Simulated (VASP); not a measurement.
# GaGe3 (Pm-3m) in VASP: single point with r2SCAN

Aim: the single point of GaGe3 with r2SCAN.

Everything below comes from runs of VASP 6.6.1. Logs are shortened: lines on timing, memory, paths and dates and some standing lists are left out, and cuts for length are marked.

### Step 1. The cell of the first run

The structure is cubic, space group Pm-3m (No. 221). The conventional cell has a = 4.278 Å, b = 4.278 Å, c = 4.278 Å, α = 90.00°, β = 90.00°, γ = 90.00°. Within 4.0 Å of Ga (site symmetry m-3m) lie 12 Ge at 3.03 Å. Within 4.0 Å of Ge (site symmetry 4/mmm) lie 4 Ga at 3.03 Å and 8 Ge at 3.03 Å.

### Step 2. Single point, r2SCAN, collinear spin, zero start

Input file POSCAR:

```
GaGe3
1.0
    4.2784660000      0.0000000000      0.0000000000
    0.0000000000      4.2784660000      0.0000000000
    0.0000000000      0.0000000000      4.2784660000
Ga Ge
1 3
Direct
    0.0000000000      0.0000000000      0.0000000000
    0.0000000000      0.5000000000      0.5000000000
    0.5000000000      0.0000000000      0.5000000000
    0.5000000000      0.5000000000      0.0000000000
```

Input file INCAR.step1:

```
SYSTEM = GaGe3
PREC     = Accurate       ! precision mode
ENCUT    = 520            ! plane-wave cutoff, eV
ISMEAR   = 1              ! smearing method
SIGMA    = 0.15           ! smearing width, eV
LREAL    = .FALSE.        ! projectors in reciprocal space
LASPH    = .TRUE.         ! aspherical terms in the spheres
NELM     = 150            ! most SCF steps
ISPIN    = 2              ! spin polarisation
MAGMOM   = 0 0 0 0        ! initial moments
NBANDS   = 40             ! bands
GGA      = PE             ! functional
ALGO     = Normal         ! electronic algorithm
EDIFF    = 1E-4           ! SCF threshold, eV
LWAVE    = .TRUE.         ! write WAVECAR
LCHARG   = .FALSE.        ! write CHGCAR
```

Input file INCAR.step2:

```
SYSTEM = GaGe3
PREC     = Accurate       ! precision mode
ENCUT    = 520            ! plane-wave cutoff, eV
EDIFF    = 1E-7           ! SCF threshold, eV
ISMEAR   = 1              ! smearing method
SIGMA    = 0.15           ! smearing width, eV
LREAL    = .FALSE.        ! projectors in reciprocal space
LASPH    = .TRUE.         ! aspherical terms in the spheres
NELM     = 150            ! most SCF steps
ALGO     = Normal         ! electronic algorithm
ISIF     = 2              ! what is computed and relaxed
LWAVE    = .FALSE.        ! write WAVECAR
LCHARG   = .FALSE.        ! write CHGCAR
ISPIN    = 2              ! spin polarisation
MAGMOM   = 0 0 0 0        ! initial moments
LORBIT   = 11             ! projections on sites
METAGGA  = R2SCAN         ! meta-GGA
LMIXTAU  = .TRUE.       
NBANDS   = 40             ! bands
ISTART   = 1
```

Input file KPOINTS:

```
Automatic mesh
0
G
  5 5 5
  0 0 0
```

Potentials or basis: VASP PAW PBE potentials, release 64 (Ga_d, Ge_d).

The run is started by

```
$ cat potpaw_PBE.64/Ga_d/POTCAR potpaw_PBE.64/Ge_d/POTCAR > POTCAR
$ cp INCAR.step1 INCAR
$ mpirun -np 1 vasp_std > vasp.out
$ cp INCAR.step2 INCAR
$ mpirun -np 1 vasp_std > vasp.out
```

OUTCAR:

```text
SYSTEM = GaGe3
   PREC = Accurate
   ENCUT = 520
   EDIFF = 1E-7
   ISMEAR = 1
   LREAL = .FALSE.
   LASPH = .TRUE.
   NELM = 150
   ISIF = 2
   ISPIN = 2
   LORBIT = 11
   METAGGA = R2SCAN
   ISTART = 1

 ion  position               nearest neighbor table
   1  0.000  0.000  0.000-
   2  0.000  0.500  0.500-
   3  0.500  0.000  0.500-
   4  0.500  0.500  0.000-

  LATTYP: Found a simple cubic cell.
 ALAT       =     4.2784660000

  Lattice vectors:

 A1 = (   4.2784660000,   0.0000000000,   0.0000000000)
 A2 = (   0.0000000000,   4.2784660000,   0.0000000000)
 A3 = (   0.0000000000,   0.0000000000,   4.2784660000)

Analysis of symmetry for initial positions (statically):
=====================================================================
 Subroutine PRICEL returns:
 Original cell was already a primitive cell.

 Routine SETGRP: Setting up the symmetry group for a
 simple cubic supercell.

 Subroutine GETGRP returns: Found 48 space group operations
 (whereof 48 operations were pure point group operations)
 out of a pool of 48 trial point group operations.

The static configuration has the point symmetry O_h .

Analysis of symmetry for dynamics (positions and initial velocities):
=====================================================================
 Subroutine PRICEL returns:
 Original cell was already a primitive cell.

 Routine SETGRP: Setting up the symmetry group for a
 simple cubic supercell.

 Subroutine GETGRP returns: Found 48 space group operations
 (whereof 48 operations were pure point group operations)
 out of a pool of 48 trial point group operations.

The dynamic configuration has the point symmetry O_h .

Analysis of structural, dynamic, and magnetic symmetry:
=====================================================================
 Subroutine PRICEL returns:
 Original cell was already a primitive cell.

 Routine SETGRP: Setting up the symmetry group for a
 simple cubic supercell.

 Subroutine GETGRP returns: Found 48 space group operations
 (whereof 48 operations were pure point group operations)
 out of a pool of 48 trial point group operations.

The overall configuration has the point symmetry O_h .

 Subroutine INISYM returns: Found 48 space group operations
 (whereof 48 operations are pure point group operations),
 and found     1 'primitive' translations

[... 111 lines left out ...]
   IVDW    =     0    specifies the selected vdW correction
   LEPSILON=     F    determine dielectric tensor
   LRPA    =     F    only Hartree local field effects (RPA)
 spin polarized calculation
 Methfessel and Paxton  Order N= 1 SIGMA  =   0.15
  energy-cutoff  :      520.00
  volume of cell :       78.32
 maximum number of plane-waves:      2139
 NGX is ok and might be reduce to    32
   NGX = 15   NGY = 15   NGZ = 15

 number of electron      54.9999919 magnetization       0.0000006

 number of electron      54.9999919 magnetization      -0.0000002

 Free energy of the ion-electron system (eV)
  ---------------------------------------------------
  ext. energy  EPLUGINS =         0.00000000
  ---------------------------------------------------
  free energy    TOTEN  =       -51.20055619 eV

  energy without entropy =      -51.20774188  energy(sigma->0) =      -51.20295142

 E-fermi :   5.7585     XC(G=0): -12.1675

 val. band max:        5.6499744469   @ k =   0.2000   0.2000   0.0000
 cond. band min:       6.0072841006   @ k =   0.4000   0.4000   0.0000
 fundamental gap:      0.3573096537
 Fermi energy:         5.7584533215

 spin component 1

 k-point     1 :       0.0000    0.0000    0.0000
  band No.  band energies     occupation
      1     -19.5531      1.00000
      2     -19.5531      1.00000
      3     -19.5531      1.00000
      4     -19.5407      1.00000
      5     -19.5068      1.00000
      6     -19.5068      1.00000
[... 409 lines left out ...]
     38      17.5407      0.00000
     39      17.5407      0.00000
 Fermi energy:         5.7584533215

 spin component 2

 k-point     1 :       0.0000    0.0000    0.0000
  band No.  band energies     occupation
      1     -19.5531      1.00000
      2     -19.5531      1.00000
      3     -19.5531      1.00000
      4     -19.5407      1.00000
      5     -19.5068      1.00000
      6     -19.5068      1.00000
[... 409 lines left out ...]
     38      17.5407      0.00000
     39      17.5407      0.00000
 [bands above 39 left out]

------------------------ aborting loop because EDIFF is reached ----------------------------------------

  FORCE on cell =-STRESS in cart. coord.  units (eV):
  Direction    XX          YY          ZZ          XY          YZ          ZX
  --------------------------------------------------------------------------------------
  -------------------------------------------------------------------------------------
  Total       -1.3799562     -1.3799562     -1.3799562      0.0000000      0.0000000      0.0000000
  in kB      -28.2300483    -28.2300483    -28.2300483      0.0000000      0.0000000      0.0000000
  external PRESSURE =     -28.2300483 kB  Pullay stress =       0.0000000 kB

 VOLUME and BASIS-vectors are now :
 -----------------------------------------------------------------------------
  energy-cutoff  :      520.00
  volume of cell :       78.32
      direct lattice vectors                 reciprocal lattice vectors
     4.278466000  0.000000000  0.000000000     0.233728631  0.000000000  0.000000000
     0.000000000  4.278466000  0.000000000     0.000000000  0.233728631  0.000000000
     0.000000000  0.000000000  4.278466000     0.000000000  0.000000000  0.233728631

 POSITION                                       TOTAL-FORCE (eV/Angst)
 -----------------------------------------------------------------------------------
      0.00000      0.00000      0.00000         0.000000      0.000000      0.000000
      0.00000      2.13923      2.13923         0.000000      0.000000      0.000000
      2.13923      0.00000      2.13923         0.000000      0.000000      0.000000
      2.13923      2.13923      0.00000         0.000000      0.000000      0.000000
 -----------------------------------------------------------------------------------
    total drift:                                0.000000     -0.000000     -0.000000

  FREE ENERGIE OF THE ION-ELECTRON SYSTEM (eV)
  ---------------------------------------------------
  free  energy   TOTEN  =       -51.2005561882 eV

  energy  without entropy=      -51.2077418792  energy(sigma->0) =      -51.20295142

 total charge

# of ion       s       p       d       tot
------------------------------------------
    1        1.030   0.505   9.959  11.494
    2        1.251   0.888  10.012  12.151
    3        1.251   0.888  10.012  12.151
    4        1.251   0.888  10.012  12.151
--------------------------------------------------
tot          4.782   3.170  39.995  47.947

 magnetization (x)

# of ion       s       p       d       tot
------------------------------------------
    1        0.000   0.000  -0.000   0.000
    2       -0.000   0.000  -0.000  -0.000
    3       -0.000   0.000  -0.000  -0.000
    4       -0.000   0.000  -0.000  -0.000
--------------------------------------------------
tot         -0.000   0.000  -0.000   0.000
```

OUTCAR.step1:

```text
SYSTEM = GaGe3
   PREC = Accurate
   ENCUT = 520
   ISMEAR = 1
   LREAL = .FALSE.
   LASPH = .TRUE.
[... 1075 lines left out ...]
      0.00000      2.13923      2.13923         0.000000      0.000000      0.000000
      2.13923      0.00000      2.13923         0.000000      0.000000      0.000000
      2.13923      2.13923      0.00000         0.000000      0.000000      0.000000
 -----------------------------------------------------------------------------------
    total drift:                                0.000000     -0.000000     -0.000000

  FREE ENERGIE OF THE ION-ELECTRON SYSTEM (eV)
  ---------------------------------------------------
  free  energy   TOTEN  =       -15.4713192743 eV

  energy  without entropy=      -15.4783654550  energy(sigma->0) =      -15.47366800
```

Wall time 2.1 min (1 thread of Intel Xeon Platinum 8259CL at 2.50GHz (Skylake/Cascade Lake), shared host); peak memory 0.23 GiB.

Results:

* Free energy: -51.2006 eV
* Pressure: -2.8 GPa
* Net moment: 0.00 μB per cell
* Valence electrons inside the program's atomic spheres: Ga 11.49; Ge 12.15

Levels at points of the mesh, in eV from the Fermi level:
Spin up:
| k point | band 24 | band 25 | band 26 | band 27 | band 28 | band 29 | band 30 | band 31 |
| --- | --- | --- | --- | --- | --- | --- | --- | --- |
| (0.00, 0.00, 0.00) | -3.83 | -3.83 | -3.83 | -3.03 | 2.96 | 2.96 | 2.96 | 3.99 |
Spin down:
| k point | band 25 | band 26 | band 27 | band 28 | band 29 | band 30 |
| --- | --- | --- | --- | --- | --- | --- |
| (0.00, 0.00, 0.00) | -3.83 | -3.83 | -3.03 | 2.96 | 2.96 | 2.96 |

Caveat: the PAW data sets were made with another functional, which shifts forces and pressure a little.
